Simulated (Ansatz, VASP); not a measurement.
## Two plane-wave programs on BaTiO3

```
CELL_PARAMETERS angstrom
2.86307 -1.65299 -2.35630
0.00000 3.30599 -2.35630
8.48287 4.89759 6.98276
ATOMIC_POSITIONS crystal
Ba 0.99523 0.99523 0.93087
Ba 0.99510 0.99510 0.25589
Ba 0.99516 0.99516 0.59338
Ti 0.48083 0.48083 0.09194
Ti 0.48090 0.48090 0.42943
Ti 0.48096 0.48096 0.76692
O 0.51162 0.02225 0.08155
O 0.51169 0.02231 0.41904
O 0.51175 0.02238 0.75653
O 0.02225 0.51162 0.08155
O 0.02231 0.51169 0.41904
O 0.02238 0.51175 0.75653
O 0.51165 0.51165 0.24671
O 0.51172 0.51172 0.58420
O 0.51179 0.51179 0.92169
```

Alike in both runs: task single point; functional PBE; k mesh 6 × 6 × 2; occupations gaussian, width 0.05 eV; no spin polarisation.

```csv
,VASP,Ansatz
version,VASP 6.6.1,Ansatz 0.2.0
potentials or method,"VASP PAW PBE potentials, release 64 (Ba_sv, Ti_sv, O), cutoff 520 eV","scalar-relativistic, plane waves, PAW"
valence electrons in the cell,120,120
```

|  | VASP | Ansatz | Ansatz less VASP |
| --- | --- | --- | --- |
| gap on the k mesh at the Fermi level (eV) | 2.54 | 2.58 | +0.043 |
| least direct gap on the mesh (eV) | 2.93 | 2.93 | +0.002 |
| pressure (GPa) | 3.5 | 1.8 | -1.66 |
| traceless stress, the component that is largest in VASP (GPa) | 0.70 | 0.69 | -0.010 |
| rms of the force components (eV/Å) | 0.173 | 0.156 | -0.0171 |

Atom by atom the forces differ by 0.039 eV/Å (rms over components). With one functional, cell and mesh, what is left measures potentials, basis and numerics.

Neither program's run includes spin-orbit coupling.
